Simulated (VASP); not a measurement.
Mo, 1 atom in the cell. It takes space group Im-3m (No. 229, cubic). The conventional cell has a = 3.150 Å, b = 3.150 Å, c = 3.150 Å, α = 90.00°, β = 90.00°, γ = 90.00°. Within 3.6 Å of Mo (site symmetry m-3m) lie 14 Mo at 2.73 to 3.15 Å. 

- Program: VASP 6.6.1
- Task: single point
- Functional: r2SCAN
- Potentials or basis: VASP PAW PBE potentials, release 64 (Mo_sv)
- Cutoff: 520 eV
- k mesh: 16 × 16 × 16
- Occupations: gaussian, width 0.05 eV
- Spin: no spin polarisation
- Dipole correction: no
- Further INCAR settings: ALGO = Normal; EDIFF = 1e-06; NBANDS = 13

Potentials or basis: VASP PAW PBE potentials, release 64 (Mo_sv).

The run is started by

```console
$ cat potpaw_PBE.64/Mo_sv/POTCAR > POTCAR
$ cp INCAR.step1 INCAR
$ mpirun -np 1 vasp_std > vasp.out
$ cp INCAR.step2 INCAR
$ mpirun -np 1 vasp_std > vasp.out
```

Hardware: 1 thread of Intel(R) Xeon(R) 6975P-C (Granite Rapids), with other jobs on the host.

Estimate the wall time of this run.

Wall time 36 s on 1 thread of Intel(R) Xeon(R) 6975P-C (Granite Rapids), on a shared host, peak memory 0.14 GiB. Counts: k points 145.
